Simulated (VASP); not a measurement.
Write the native input for VASP 6.6.1 that does the following.

```
Task                   : electric field gradients
Functional             : LDA
Potentials or basis    : VASP PAW LDA potentials, release 64 (Cu_sv_GW, Au_sv_GW)
Cutoff                 : 610 eV
k mesh                 : 9 × 9 × 9
Occupations            : fermi-dirac, width 0.05 eV
Spin                   : no spin polarisation
Dipole correction      : no
Further INCAR settings : ALGO = Normal; EDIFF = 1e-08; NBANDS = 46
```

The structure of CuAu3 lies in POSCAR:

```
CuAu3
1.0
    3.9932226885      0.0000000000      0.0000000000
    0.0000000000      3.9932226885      0.0000000000
    0.0000000000      0.0000000000      3.9932226885
Cu Au
1 3
Direct
    0.0000000000      0.0000000000      0.0000000000
    0.0000000000      0.5000000000      0.5000000000
    0.5000000000      0.0000000000      0.5000000000
    0.5000000000      0.5000000000      0.0000000000
```

These files were run (other wordings do the same):

INCAR

```
PREC = Accurate
ENCUT = 610
EDIFF = 1E-8
ISMEAR = -1
SIGMA = 0.05
LREAL = False
LASPH = True
NELM = 120
ALGO = Normal
ISIF = 2
LWAVE = False
LCHARG = False
GGA = CA
LEFG = True
NBANDS = 46
GGA_COMPAT = False
```

KPOINTS

```
Automatic mesh
0
Gamma
  9 9 9
```

Potentials or basis: VASP PAW LDA potentials, release 64 (Cu_sv_GW, Au_sv_GW).

Command:

```console
$ cat potpaw_LDA.64/Cu_sv_GW/POTCAR potpaw_LDA.64/Au_sv_GW/POTCAR > POTCAR
$ mpirun -np 1 vasp_std > vasp.out
```

Results of the run:

- Pressure: -7.2 GPa
- Band gap on the k mesh: zero (bands 38 and 39 overlap by 1.57 eV)
- Largest electric field gradient by atom: Cu -0.0; Au -56.9 V/Å²

Caveat: the cell stands under tension; without QUAD_EFG the Cq values of the log hold for a quadrupole moment of 1 mb, not for the nuclei; spin-orbit coupling is left out, which moves the levels of the heavy elements.

It took 66 s on 1 thread of Intel(R) Xeon(R) 6975P-C (Granite Rapids), on a shared host, peak memory 0.25 GiB.
